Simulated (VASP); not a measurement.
# HBr (Fmmm) in VASP: notebook

The runs below take HBr through single point, with r2SCAN.

Program: VASP 6.6.1. These are calculated values, not measurements. Logs are shortened: lines on timing, memory, paths and dates and some standing lists are left out, and cuts for length are marked.

## 1. The cell of the first run

Symmetry: Fmmm, No. 69, orthorhombic system. Conventional cell: a = 5.472 Å, b = 5.555 Å, c = 6.063 Å, α = 90.00°, β = 90.00°, γ = 90.00°. Within 3.6 Å of H (site symmetry mmm) lie 6 Br at 2.74 to 3.03 Å. Br (site symmetry mmm) has 6 H at 2.74 to 3.03 Å within 3.6 Å.

## 2. Single point, r2SCAN (strain -0.015 along x and y, +0.000 along z)

The input, POSCAR:

```
HBr
1.0
    0.0000000000      2.7777000000      3.0315000000
    2.7358375000      0.0000000000      3.0315000000
    2.7358375000      2.7777000000      0.0000000000
H Br
1 1
Direct
    0.0000000000      0.0000000000      0.0000000000
    0.5000000000      0.5000000000      0.5000000000
```

The input, INCAR.step1:

```
  PREC = Accurate
  ENCUT = 520
  ISMEAR = 0
  SIGMA = 0.15
  LREAL = F
  LASPH = T
  NELM = 100
  NBANDS = 11
  GGA = PE
  ALGO = Normal
  EDIFF = 1E-4
  LWAVE = T
  LCHARG = F
```

The input, INCAR.step2:

```
  PREC = Accurate
  ENCUT = 520
  EDIFF = 1E-6
  ISMEAR = 0
  SIGMA = 0.15
  LREAL = F
  LASPH = T
  NELM = 100
  ALGO = Normal
  ISIF = 2
  LWAVE = F
  LCHARG = T
  METAGGA = R2SCAN
  LMIXTAU = T
  LELF = T
  LVHAR = T
  NBANDS = 11
  ISTART = 1
```

The input, KPOINTS:

```
Automatic mesh
0
Gamma
  14 14 14
```

Potentials or basis: VASP PAW PBE potentials, release 64 (H, Br).

Launch:

```
> cat potpaw_PBE.64/H/POTCAR potpaw_PBE.64/Br/POTCAR > POTCAR
> cp INCAR.step1 INCAR
> mpirun -np 1 vasp_std > vasp.out
> cp INCAR.step2 INCAR
> mpirun -np 1 vasp_std > vasp.out
```

OUTCAR:

```text
PREC = Accurate
   ENCUT = 520
   EDIFF = 1E-6
   ISMEAR = 0
   LREAL = F
   LASPH = T
   NELM = 100
   ISIF = 2
   METAGGA = R2SCAN
   ISTART = 1

 ion  position               nearest neighbor table
   1  0.000  0.000  0.000-
   2  0.500  0.500  0.500-

  LATTYP: Found a face centered orthorhombic cell.
 ALAT       =     5.4716750000
 B/A-ratio  =     1.0153015302
 C/A-ratio  =     1.1080701979

  Lattice vectors:

 A1 = (   0.0000000000,   2.7777000000,   3.0315000000)
 A2 = (   2.7358375000,   0.0000000000,   3.0315000000)
 A3 = (   2.7358375000,   2.7777000000,   0.0000000000)

Analysis of symmetry for initial positions (statically):
=====================================================================
 Subroutine PRICEL returns:
 Original cell was already a primitive cell.

 Routine SETGRP: Setting up the symmetry group for a
 face centered orthorhombic supercell.

 Subroutine GETGRP returns: Found  8 space group operations
 (whereof  8 operations were pure point group operations)
 out of a pool of  8 trial point group operations.

The static configuration has the point symmetry D_2h.

Analysis of symmetry for dynamics (positions and initial velocities):
=====================================================================
 Subroutine PRICEL returns:
 Original cell was already a primitive cell.

 Routine SETGRP: Setting up the symmetry group for a
 face centered orthorhombic supercell.

 Subroutine GETGRP returns: Found  8 space group operations
 (whereof  8 operations were pure point group operations)
 out of a pool of  8 trial point group operations.

The dynamic configuration has the point symmetry D_2h.

 Subroutine INISYM returns: Found  8 space group operations
 (whereof  8 operations are pure point group operations),
 and found     1 'primitive' translations

----------------------------------------------------------------------------------------

                                     Primitive cell

  volume of cell :      46.0748

  direct lattice vectors                    reciprocal lattice vectors
     0.000000000  2.777700000  3.031500000    -0.182759393  0.180005040  0.164934851
     2.735837500  0.000000000  3.031500000     0.182759393 -0.180005040  0.164934851
     2.735837500  2.777700000  0.000000000     0.182759393  0.180005040 -0.164934851

  length of vectors
     4.111643168  4.083478796  3.898772129     0.304969367  0.304969367  0.304969367

  position of ions in fractional coordinates (direct lattice)
     0.000000000  0.000000000  0.000000000
     0.500000000  0.500000000  0.500000000

  ion indices of the primitive-cell ions
   primitive index   ion index
                 1           1
                 2           2

----------------------------------------------------------------------------------------

 KPOINTS: Automatic mesh

Automatic generation of k-mesh.
 Grid dimensions read from file:
 generate k-points for:   14   14   14

 Generating k-lattice:

  Cartesian coordinates                     Fractional coordinates (reciprocal lattice)
    -0.013054242  0.012857503  0.011781061     0.071428571  0.000000000  0.000000000
     0.013054242 -0.012857503  0.011781061    -0.000000000  0.071428571 -0.000000000
     0.013054242  0.012857503 -0.011781061     0.000000000  0.000000000  0.071428571

  Length of vectors
     0.021783526  0.021783526  0.021783526

  Shift w.r.t. Gamma in fractional coordinates (k-lattice)
     0.000000000  0.000000000  0.000000000

 Subroutine IBZKPT returns following result:
 ===========================================

 Found    428 irreducible k-points:

 Following reciprocal coordinates:
            Coordinates               Weight
  0.000000  0.000000  0.000000      1.000000
  0.071429 -0.000000 -0.000000      8.000000
  0.142857 -0.000000 -0.000000      8.000000
  0.214286 -0.000000  0.000000      8.000000
  0.285714  0.000000  0.000000      8.000000
  0.357143 -0.000000  0.000000      8.000000
[... 16 lines left out ...]
  0.214286  0.142857  0.000000      8.000000
  0.285714  0.142857  0.000000      8.000000
 [... further k-points ...]
   k-points           NKPTS =    428   k-points in BZ     NKDIM =    428   number of bands    NBANDS=     11
   number of dos      NEDOS =    301   number of ions     NIONS =      2
   total plane-waves  NPLWV =  28800
   dimension x,y,z NGX =    32 NGY =   30 NGZ =   30
   dimension x,y,z NGXF=    64 NGYF=   60 NGZF=   60
   ions per type =               1   1
   NGX,Y,Z   is equivalent  to a cutoff of  12.94, 12.21, 12.79 a.u.
   NGXF,Y,Z  is equivalent  to a cutoff of  25.88, 24.43, 25.58 a.u.
 SYSTEM =  unknown system
   PREC   = accura    normal or accurate (medium, high low for compatibility)
   ISTART =      1    job   : 0-new  1-cont  2-samecut
   ICHARG =      0    charge: 1-file 2-atom 10-const
   ISPIN  =      1    spin polarized calculation?
   LNONCOLLINEAR =      F non collinear calculations
   LSORBIT =      F    spin-orbit coupling
   LASPH  =      T    aspherical Exc in radial PAW
   ENCUT  =  520.0 eV  38.22 Ry    6.18 a.u.   7.64  7.59  7.25*2*pi/ulx,y,z
   NELM   =    100;   NELMIN=  2; NELMDL=  0     # of ELM steps
   EDIFF  = 0.1E-05   stopping-criterion for ELM
   LREAL  =      F    real-space projection
   EDIFFG = 0.1E-04   stopping-criterion for IOM
   NSW    =      0    number of steps for IOM
   IBRION =     -1    ionic relax: 0-MD 1-quasi-New 2-CG
   NFREE  =      0    steps in history (QN), initial steepest desc. (CG)
   ISIF   =      2    stress and relaxation
   ISYM   =      2    0-nonsym 1-usesym 2-fastsym
   POTIM  = 0.5000    time-step for ionic-motion
   TEBEG  =    0.0;   TEEND  =   0.0 temperature during run
   PSTRESS=    0.0 pullay stress
   NELECT =       8.0000    total number of electrons
   NUPDOWN=      -1.0000    fix difference up-down
   EMIN   =  10.00;   EMAX   =-10.00  energy-range for DOS
   EFERMI =   0.00;   METHOD = LEGACY
   ISMEAR =     0;   SIGMA  =   0.15  broadening in eV -4-tet -1-fermi 0-gaus
   EFERMI_NEDOS =   21; number of points for ismear=-14 and -15
   IALGO  =     38    algorithm
   IMIX   =      4    mixing-type and parameters
     AMIX     =   0.40;   BMIX     =  1.00
     AMIX_MAG =   1.60;   BMIX_MAG =  1.00
  volume/ion in A,a.u.               =      23.04       155.46
  Fermi-wavevector in a.u.,A,eV,Ry     =   0.913308  1.725901 11.349039  0.834131
  Thomas-Fermi vector in A             =   2.037804
   LORBIT       =      0    0 simple, 1 ext, 2 COOP (PROOUT), +10 PAW based schemes
   METAGGA = R2SCAN    functional components
   LHFCALC =     F    Hartree Fock is set to
   AEXX    =    0.0000 exact exchange contribution
   IVDW    =     0    specifies the selected vdW correction
   LEPSILON=     F    determine dielectric tensor
   LRPA    =     F    only Hartree local field effects (RPA)
 non-spin polarized calculation
 Gauss-broadening in eV      SIGMA  =   0.15
  energy-cutoff  :      520.00
  volume of cell :       46.07
 maximum number of plane-waves:      1261
   NGX = 15   NGY = 15   NGZ = 15

 number of electron       8.0000001 magnetization

 Free energy of the ion-electron system (eV)
  ---------------------------------------------------
  ext. energy  EPLUGINS =         0.00000000
  ---------------------------------------------------
  free energy    TOTEN  =       -14.25898235 eV

  energy without entropy =      -14.25197158  energy(sigma->0) =      -14.25547696

 E-fermi :  -2.0644     XC(G=0):  -8.0747

 val. band max:       -2.0714784448   @ k =   0.5000   0.4286   0.0000
 cond. band min:      -2.0636309442   @ k =   0.5000  -0.0714   0.4286
 fundamental gap:      0.0078475006
 Fermi energy:        -2.0644001007

 k-point     1 :       0.0000    0.0000    0.0000
  band No.  band energies     occupation
      1     -16.0147      2.00000
      2      -2.4664      1.99985
      3      -2.1969      1.78858
      4      -2.1544      1.60366
      5      -2.0729      1.06379
      6       8.6178      0.00000
      7       9.6144      0.00000
      8      10.2369      0.00000
      9      10.3358      0.00000
     10      12.3813      0.00000
     11      12.7885      0.00000

 k-point     2 :       0.0714   -0.0000   -0.0000
  band No.  band energies     occupation
      1     -15.9965      2.00000
      2      -2.9889      2.00000
      3      -2.1800      1.72425
      4      -2.1115      1.34322
      5      -1.6698      0.00020
      6       8.5061      0.00000
      7       9.5939      0.00000
      8      10.0716      0.00000
      9      10.3606      0.00000
     10      11.8862      0.00000
     11      12.6182      0.00000

 k-point     3 :       0.1429   -0.0000   -0.0000
  band No.  band energies     occupation
      1     -15.9449      2.00000
      2      -3.6356      2.00000
      3      -2.1922      1.77161
      4      -2.1657      1.66030
      5      -1.1240      0.00000
      6       8.0298      0.00000
      7       9.5460      0.00000
      8       9.9398      0.00000
      9      10.4687      0.00000
     10      11.4756      0.00000
     11      11.8848      0.00000

 k-point     4 :       0.2143   -0.0000    0.0000
  band No.  band energies     occupation
      1     -15.8683      2.00000
      2      -4.2476      2.00000
      3      -2.2447      1.91085
      4      -2.2079      1.82393
      5      -0.6578      0.00000
      6       7.3065      0.00000
      7       9.4331      0.00000
      8       9.9778      0.00000
      9      10.2634      0.00000
     10      11.7150      0.00000
     11      11.7988      0.00000
[... 239 lines left out ...]
 k-point    22 :       0.1429    0.1429    0.0000
  band No.  band energies     occupation
      1     -15.9410      2.00000
      2      -3.3400      2.00000
      3      -2.3195      1.98385
      4      -2.2697      1.94703
      5      -1.4175      0.00000
      6       7.9434      0.00000
      7       8.8219      0.00000
      8      10.6767      0.00000
      9      10.7129      0.00000
     10      11.6988      0.00000
     11      13.5325      0.00000

 k-point    23 :       0.2143    0.1429    0.0000
  band No.  band energies     occupation
      1     -15.8922      2.00000
      2      -3.7019      2.00000
      3      -2.3710      1.99616
      4      -2.3270      1.98670
      5      -1.2284      0.00000
      6       7.7281      0.00000
      7       8.5805      0.00000
      8      10.8387      0.00000
      9      10.9795      0.00000
     10      11.5687      0.00000
     11      13.2653      0.00000

 k-point    24 :       0.2857    0.1429    0.0000
  band No.  band energies     occupation
      1     -15.8214      2.00000
      2      -4.1799      2.00000
      3      -2.4645      1.99984
      4      -2.3778      1.99687
      5      -0.9349      0.00000
      6       7.3620      0.00000
      7       8.5387      0.00000
      8      10.6948      0.00000
      9      11.0793      0.00000
     10      11.7875      0.00000
     11      13.2379      0.00000

 [... further k-points ...]

------------------------ aborting loop because EDIFF is reached ----------------------------------------

  FORCE on cell =-STRESS in cart. coord.  units (eV):
  Direction    XX          YY          ZZ          XY          YZ          ZX
  --------------------------------------------------------------------------------------
  -------------------------------------------------------------------------------------
  Total       -3.1359576     -2.7091448     -1.1579304      0.0000000      0.0000000      0.0000000
  in kB     -109.0479627    -94.2062242    -40.2651974      0.0000000      0.0000000      0.0000000
  external PRESSURE =     -81.1731281 kB  Pullay stress =       0.0000000 kB

 VOLUME and BASIS-vectors are now :
 -----------------------------------------------------------------------------
  energy-cutoff  :      520.00
  volume of cell :       46.07
      direct lattice vectors                 reciprocal lattice vectors
     0.000000000  2.777700000  3.031500000    -0.182759393  0.180005040  0.164934851
     2.735837500  0.000000000  3.031500000     0.182759393 -0.180005040  0.164934851
     2.735837500  2.777700000  0.000000000     0.182759393  0.180005040 -0.164934851

 POSITION                                       TOTAL-FORCE (eV/Angst)
 -----------------------------------------------------------------------------------
      0.00000      0.00000      0.00000         0.000000      0.000000      0.000000
      2.73584      2.77770      3.03150         0.000000     -0.000000     -0.000000
 -----------------------------------------------------------------------------------
    total drift:                               -0.000000     -0.000000      0.000000

  FREE ENERGIE OF THE ION-ELECTRON SYSTEM (eV)
  ---------------------------------------------------
  free  energy   TOTEN  =       -14.2589823496 eV

  energy  without entropy=      -14.2519715759  energy(sigma->0) =      -14.25547696
```

It took 17 min on 1 thread of Intel Xeon 8259CL, shared host; peak memory 0.34 GiB.

What came out:

```
Free energy            : -14.2590 eV
Pressure               : -8.1 GPa
Band gap on the k mesh : zero (bands 4 and 5 overlap by 0.59 eV)
```

Caveat: the cell differs from its parent crystal (strain -0.015 along x and y, +0.000 along z); the stress differs along the axes, from -11 to -4 GPa; the PAW data sets were made with another functional, which shifts forces and pressure a little.

(Continued in part 2 of 2.)

The gap in the log of VASP goes by the Fermi energy; the results here count the filled bands.